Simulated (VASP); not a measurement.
Input of a VASP 6.6.1 run:

INCAR

```
SYSTEM = Y
  PREC = Accurate
  ENCUT = 520
  EDIFF = 1E-6
  ISMEAR = 0
  SIGMA = 0.15
  LREAL = .FALSE.
  LASPH = .TRUE.
  NELM = 80
  ALGO = Normal
  ISIF = 2
  LWAVE = .FALSE.
  LCHARG = .TRUE.
  GGA = CA
  LELF = .TRUE.
  LVHAR = .TRUE.
  NBANDS = 12
```

File KPOINTS:

```
Automatic mesh
0
G
  16 16 16
  0 0 0
```

File POSCAR:

```
Y
1.0
    0.0000000000      2.6838000000      2.3856000000
    2.6838000000      0.0000000000      2.3856000000
    2.6838000000      2.6838000000      0.0000000000
Y
1
Direct
    0.0000000000      0.0000000000      0.0000000000
```

Potentials or basis: VASP PAW LDA potentials, release 64 (Y_sv).

The run is started by

```sh
$ cat potpaw_LDA.64/Y_sv/POTCAR > POTCAR
$ mpirun -np 1 vasp_std > vasp.out
```

(1) Estimate the band gap on the k mesh.

(2) What does it give for the pressure?

Answers

(1) zero (an odd number of electrons rules out a gap without spin polarisation).

(2) -5.5 GPa.

Caveat: the cell differs from its parent crystal (strain +0.080 along x and y, -0.040 along z); the cell stands under tension.
